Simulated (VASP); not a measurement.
# SnSe2 (P-3m1) in VASP: further runs, part 2 of 2

VASP 6.6.1. Earlier steps stand in the parts before.

### 3 Relaxation of cell and atoms, LDA, target pressure 7 GPa, at which the enthalpy is minimised

This run uses another cell than the first one, of 24.57 Å³/atom.

Contents of INCAR:

```
ALGO = Normal ; EDIFF = 1E-7
EDIFFG = -0.001 ; ENCUT = 600
GGA = CA ; IBRION = 2
ISIF = 3 ; ISMEAR = 0
LASPH = True ; LCHARG = False
LREAL = False ; LWAVE = False
NELM = 80 ; NSW = 80
PREC = Accurate ; PSTRESS = 70.0
SIGMA = 0.01
```

Contents of KPOINTS:

```
k-points
0
Gamma
  12 12 6
```

Contents of POSCAR:

```
SnSe2
1.0
    3.8000285960      0.0000000000      0.0000000000
   -1.9000142980      3.2909212992      0.0000000000
    0.0000000000      0.0000000000      5.8937298275
Sn Se
1 2
Direct
    0.0000000000      0.0000000000      0.0000000000
    0.3333333333      0.6666666667      0.2675879789
    0.6666666667      0.3333333333      0.7324120211
```

Potentials or basis: VASP PAW LDA potentials, release 64 (Sn_d, Se).

The run is started by

```
cat potpaw_LDA.64/Sn_d/POTCAR potpaw_LDA.64/Se/POTCAR > POTCAR
mpirun -np 1 vasp_std > vasp.out
```

OUTCAR:

```text
EDIFF = 1E-7
   EDIFFG = -0.001
   ENCUT = 600
   GGA = CA
   IBRION = 2
   ISIF = 3
   ISMEAR = 0
   LASPH = True
   LREAL = False
   NELM = 80
   NSW = 80
   PREC = Accurate
   PSTRESS = 70.0

 ion  position               nearest neighbor table
   1  0.000  0.000  0.000-   3 2.70   2 2.70   3 2.70   2 2.70   3 2.70   2 2.70
   2  0.333  0.667  0.268-   1 2.70   1 2.70   1 2.70
   3  0.667  0.333  0.732-   1 2.70   1 2.70   1 2.70

  LATTYP: Found a hexagonal cell.
 ALAT       =     3.8000285960
 C/A-ratio  =     1.5509698621

  Lattice vectors:

 A1 = (   3.8000285960,   0.0000000000,   0.0000000000)
 A2 = (  -1.9000142980,   3.2909212992,   0.0000000000)
 A3 = (   0.0000000000,   0.0000000000,   5.8937298275)

Analysis of symmetry for initial positions (statically):
=====================================================================
 Subroutine PRICEL returns:
 Original cell was already a primitive cell.

 Routine SETGRP: Setting up the symmetry group for a
 hexagonal supercell.

[... 178 lines left out ...]
  in kB        1.8594245      1.8594245      1.9359906      0.0000000      0.0000000      0.0000000
  external PRESSURE =     -68.1150535 kB  Pullay stress =      70.0000000 kB
[... 100 lines left out ...]
  energy  without entropy=      -13.6845726590  energy(sigma->0) =      -13.68457266

  enthalpy is  TOTEN    =       -10.6970686715 eV   P V=        2.9875039874

[... ionic steps 4 to 18 ...]

--------------------------------------- Ionic step       19  -------------------------------------------

 number of electron      26.0000008 magnetization

------------------------ aborting loop because EDIFF is reached ----------------------------------------
[... 73 lines left out ...]
--------------------------------------- Ionic step       21  -------------------------------------------

 number of electron      26.0000008 magnetization

 Free energy of the ion-electron system (eV)
  ---------------------------------------------------
  ext. energy  EPLUGINS =         0.00000000
  ---------------------------------------------------
  free energy    TOTEN  =       -13.63939737 eV

  energy without entropy =      -13.63934827  energy(sigma->0) =      -13.63937282

 E-fermi :   6.7440     XC(G=0): -10.7075

 val. band max:        6.7371327291   @ k =   0.1667   0.0833   0.1667
 cond. band min:       6.8224411094   @ k =   0.1667  -0.0000   0.1667
 fundamental gap:      0.0853083803
 Fermi energy:         6.7439745783

 k-point     1 :       0.0000    0.0000    0.0000
  band No.  band energies     occupation
      1     -14.9834      2.00000
      2     -14.9834      2.00000
      3     -14.9379      2.00000
      4     -14.9190      2.00000
      5     -14.9190      2.00000
      6      -8.5848      2.00000
[... 457 lines left out ...]
      4     -14.9236      2.00000
      5     -14.9163      2.00000
      6      -8.1723      2.00000
[... 9 lines left out ...]
     16      11.2660      0.00000
     17      11.6991      0.00000

 [... further k-points ...]

------------------------ aborting loop because EDIFF is reached ----------------------------------------

  FORCE on cell =-STRESS in cart. coord.  units (eV):
  Direction    XX          YY          ZZ          XY          YZ          ZX
  --------------------------------------------------------------------------------------
  -------------------------------------------------------------------------------------
  Total        2.8394618      2.8394618      2.8363628     -0.0000000      0.0000000      0.0000000
  in kB       70.0225253     70.0225253     69.9461007     -0.0000000      0.0000000      0.0000000
  external PRESSURE =      -0.0029496 kB  Pullay stress =      70.0000000 kB
[... 22 lines left out ...]
  energy  without entropy=      -13.6393482715  energy(sigma->0) =      -13.63937282

  enthalpy is  TOTEN    =       -10.8008489407 eV   P V=        2.8385484304

 reached required accuracy - stopping structural energy minimisation
```

CONTCAR:

```text
SnSe2
   1.00000000000000
     3.7409742474242913   -0.0000000000000000   -0.0000000000000000
    -1.8704871237121456    3.2397787330155645    0.0000000000000001
    -0.0000000000000000   -0.0000000000000000    5.3605429743524136
  Sn              Se
     1     2
Direct
     0.0000000000000000    0.0000000000000000    0.0000000000000000
     0.3333333332999970    0.6666666667000030    0.2942462915811492
     0.6666666667000030    0.3333333332999970    0.7057537084188579

  0.00000000E+00  0.00000000E+00  0.00000000E+00
  0.00000000E+00  0.00000000E+00  0.00000000E+00
  0.00000000E+00  0.00000000E+00  0.00000000E+00
```

Wall time 11 min (1 thread of Intel Xeon 6975P-C (Granite Rapids), shared host); peak memory 0.29 GiB.

What came out:

```yaml
Free_energy: -13.6394 eV
Relaxed_volume: 21.66 Å³/atom
Relaxed_cell: a = 3.741 Å, b = 3.741 Å, c = 5.361 Å, α = 90.00°, β = 90.00°, γ = 120.00°
Space_group_after_relaxing_to_0.1_Å: P-3m1 (No. 164)
Energy_change_on_relaxing_the_run_minimises_the_enthalpy: +51.7 meV/atom
Ionic_steps: 21
Pressure_after_relaxing: 7.0 GPa
Band_gap_on_the_k_mesh: zero (bands 13 and 14 overlap by 0.75 eV)
```

The path:
```tsv
step	energy change (eV)	largest force (eV/Å)	pressure (GPa)	volume (Å³)
1	0.0000	0.0235	0.19	73.70
2	0.4888	1.6022	16.94	63.11
3	0.1099	0.6975	6.90	68.38
4	0.1133	0.4573	6.92	67.49
5	0.1581	0.0580	7.18	65.86
6	0.1450	0.0256	6.92	65.67
7	0.1425	0.0493	6.76	65.29
8	0.1491	0.0061	6.78	65.11
9	0.1467	0.0194	6.77	65.17
10	0.1700	0.0347	7.56	64.64
11	0.1544	0.0248	7.04	64.99
12	0.1551	0.0065	6.98	64.97
13	0.1550	0.0023	6.99	64.97
14	0.1560	0.0006	7.03	64.95
15	0.1556	0.0014	7.01	64.96
16	0.1552	0.0018	7.00	64.97
17	0.1545	0.0029	6.97	64.98
18	0.1549	0.0022	6.99	64.97
19	0.1551	0.0004	7.01	64.97
20	0.1551	0.0001	7.01	64.97
21	0.1551	0.0005	7.00	64.97
```

Final structure:
```yaml
crystal:
  lattice:
    - [3.74097, 0.00000, 0.00000]
    - [-1.87049, 3.23978, 0.00000]
    - [0.00000, 0.00000, 5.36054]
  atoms:
    - { symbol: Sn, position: [0.00000, 0.00000, 0.00000] }
    - { symbol: Se, position: [0.33333, 0.66667, 0.29425] }
    - { symbol: Se, position: [0.66667, 0.33333, 0.70575] }
```

Levels at points of the mesh, in eV from the Fermi level:
| k point | band 10 | band 11 | band 12 | band 13 | band 14 | band 15 | band 16 | band 17 |
| --- | --- | --- | --- | --- | --- | --- | --- | --- |
| (0.00, 0.00, 0.00) | -1.43 | -1.17 | -1.17 | -0.14 | 0.48 | 2.68 | 4.36 | 4.36 |
| (0.50, 0.00, 0.00) | -4.60 | -3.72 | -3.19 | -0.48 | 1.39 | 3.02 | 3.69 | 3.96 |
| (0.00, 0.00, 0.50) | -1.70 | -1.70 | -0.60 | -0.60 | 2.34 | 2.81 | 3.37 | 3.37 |
| (0.50, 0.00, 0.50) | -2.84 | -2.37 | -2.21 | -1.99 | 0.86 | 3.29 | 4.23 | 5.61 |

Caveat: the cell is relaxed towards a set pressure, so the run minimises the enthalpy, not the energy; semilocal functionals underestimate gaps, so a narrow gap can read as zero; spin-orbit coupling is left out, which moves the levels of the heavy elements.
